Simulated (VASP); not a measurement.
Cr: single point with LDA

The system is Cr.

```xyz
1
Lattice="-1.3951 1.3951 1.3951 1.3951 -1.3951 1.3951 1.3951 1.3951 -1.3951" Properties=species:S:1:pos:R:3 pbc="T T T"
Cr    0.0000    0.0000    0.0000
```

```json
{
 "Program": "VASP 6.6.1",
 "Task": "single point",
 "Functional": "LDA",
 "Potentials or basis": "VASP PAW LDA potentials, release 64 (Cr_pv)",
 "Cutoff": "500 eV",
 "k mesh": "11 × 11 × 11",
 "Occupations": "fermi-dirac, width 0.05 eV",
 "Spin": "collinear spin, ferromagnetic start",
 "Starting moments": "[3.0] μB"
}
```

```yaml
Pressure: -0.1 GPa
Band_gap_on_the_k_mesh: zero (filled and empty bands overlap)
Net_moment: 0.00 μB per cell
Valence_electrons_inside_the_program's_atomic_spheres: Cr 11.20
```

Levels at points of the mesh, in eV from the Fermi level:
Spin up:
```csv
k point,band 4,band 5,band 6,band 7,band 8,band 9
"(0.00, 0.00, 0.00)",-7.96,-0.97,-0.97,-0.97,1.20,1.20
```
Spin down:
```tsv
k point	band 2	band 3	band 4	band 5	band 6	band 7	band 8	band 9	band 10	band 11
(0.00, 0.00, 0.00)	-42.22	-42.22	-7.96	-0.97	-0.97	-0.97	1.20	1.20	5.41	22.84
```

Wall time 7.6 s on 1 thread of Intel(R) Xeon(R) 6975P-C (Granite Rapids), with other jobs on the host, peak memory 0.12 GiB.

Caveat: an empty level that is flat over the whole mesh can mark a ghost state of the potentials, or a narrow d or f band.
